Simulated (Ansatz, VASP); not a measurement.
# Two plane-wave programs on Tl

```xyz
1
Lattice="0.0000 2.4037 2.4037 2.4037 0.0000 2.4037 2.4037 2.4037 0.0000" Properties=species:S:1:pos:R:3 pbc="T T T"
Tl    0.0000    0.0000    0.0000
```

Alike in both runs: task single point; functional PBEsol; k mesh 14 × 14 × 14; occupations gaussian, width 0.1 eV; no spin polarisation.

|  | VASP | Ansatz |
| --- | --- | --- |
| version | VASP 6.6.1 | Ansatz 0.2.0 |
| potentials or method | VASP PAW PBE potentials, release 64 (Tl_d), cutoff 520 eV | scalar-relativistic, plane waves, PAW |
| valence electrons in the cell | 13 | 13 |

```tsv
	VASP	Ansatz	Ansatz less VASP
gap on the k mesh at the Fermi level (eV)	none	none	-
pressure (GPa)	0.8	0.8	+0.04
```

VASP's potentials were made for PBE, not for PBEsol. A gap of «none» marks a metal or a gap that the smearing closes. The functional is the same, so the differences come from potentials, cutoffs and numerics.

Spin-orbit coupling is off throughout.
